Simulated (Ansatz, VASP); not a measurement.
## BN in VASP and in Ansatz

File INCAR:

```
SYSTEM = BN
PREC     = Accurate       ! precision mode
ENCUT    = 520            ! plane-wave cutoff, eV
EDIFF    = 1E-6           ! SCF threshold, eV
ISMEAR   = 0              ! smearing method
SIGMA    = 0.02           ! smearing width, eV
LREAL    = .False.        ! projectors in reciprocal space
LASPH    = .True.         ! aspherical terms in the spheres
NELM     = 100            ! most SCF steps
ALGO     = Normal         ! electronic algorithm
ISIF     = 2              ! what is computed and relaxed
LWAVE    = .False.        ! write WAVECAR
LCHARG   = .True.         ! write CHGCAR
GGA      = PE             ! functional
LELF     = .True.         ! ELF
LVHAR    = .True.       
NBANDS   = 16             ! bands
```

File KPOINTS:

```
Automatic mesh
0
Gamma
  12 12 4
  0 0 0
```

The input POSCAR:

```
BN
1.0
    2.5624247486     -0.0004142183      0.0000000000
   -1.2815623056      2.1661246429      0.0000000000
    0.0000000000      0.0000000000      8.4852820891
B N
2 2
Direct
    0.3369367028      0.6740127951      0.2500000000
    0.6630632972      0.3259872049      0.7500000000
    0.3282272056      0.6562543887      0.7500000000
    0.6717727944      0.3437456113      0.2500000000
```

Input for Ansatz:

```yaml
crystal:
  lattice:
    - [2.5624247486, -0.0004142183, 0.0]
    - [-1.2815623056, 2.1661246429, 0.0]
    - [0.0, 0.0, 8.4852820891]
  atoms:
    - { symbol: B, position: [0.3369367028, 0.6740127951, 0.25] }
    - { symbol: B, position: [0.6630632972, 0.3259872049, 0.75] }
    - { symbol: "N", position: [0.3282272056, 0.6562543887, 0.75] }
    - { symbol: "N", position: [0.6717727944, 0.3437456113, 0.25] }
basis:
  ecutwfc: 420
kpoints:
  mp_grid: { grid: [12, 12, 4] }
  band_path: { path: [VBM, CBM], npoints: 2 }
hamiltonian:
  xc: pbe
scf:
  occupations: { method: gaussian, width: 0.02 }
output:
  forces: true
  stress: true
  eigenvalues: true
checkpoint:
  read: start.run
  write: ck
  compress: false
  write_wavefunctions: false
  write_every: 100000
```

Alike in both runs: task single point; functional PBE; k mesh 12 × 12 × 4; occupations gaussian, width 0.02 eV; no spin polarisation.

|  | VASP | Ansatz |
| --- | --- | --- |
| version | VASP 6.6.1 | Ansatz 0.2.0 |
| potentials or method | VASP PAW PBE potentials, release 64 (B, N), cutoff 520 eV | scalar-relativistic, plane waves, PAW |
| valence electrons in the cell | 16 | 16 |

```tsv
	VASP	Ansatz	Ansatz less VASP
gap on the k mesh at the Fermi level (eV)	4.37	4.38	+0.001
least direct gap on the mesh (eV)	4.60	4.60	+0.003
pressure (GPa)	-4.1	-4.1	-0.05
traceless stress, the component that is largest in VASP (GPa)	-8.20	-8.26	-0.059
```

The functional is the same, so the differences come from potentials, cutoffs and numerics.
